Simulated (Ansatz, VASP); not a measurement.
## C: VASP beside Ansatz

```
C
1.0
     2.38818    0.00000    0.00000
    -1.19409    2.06822    0.00000
     0.00000    0.00000   25.49165
C
4
Cartesian
  0.0000 0.0000 14.5597
  0.0000 0.0000 10.9319
  0.0000 1.3788 10.9314
  1.1941 0.6894 14.5602
```

Alike in both runs: task single point; functional PBE; dispersion D3(BJ); k mesh 24 × 24 × 4; occupations gaussian, width 0.15 eV; no spin polarisation.

|  | VASP | Ansatz |
| --- | --- | --- |
| version | VASP 6.6.1 | Ansatz 0.2.0 |
| potentials or method | VASP PAW PBE potentials, release 64 (C), cutoff 600 eV | scalar-relativistic, plane waves, PAW |
| valence electrons in the cell | 16 | 16 |

|  | VASP | Ansatz | Ansatz less VASP |
| --- | --- | --- | --- |
| gap on the k mesh at the Fermi level (eV) | none | none | - |
| rms of the force components (eV/Å) | 0.013 | 0.013 | 0.0000 |

Atom by atom the forces differ by 0.000 eV/Å (rms over components). A gap of «none» marks a metal or a gap that the smearing closes. Ansatz's warnings: xc potential rough in thin density.
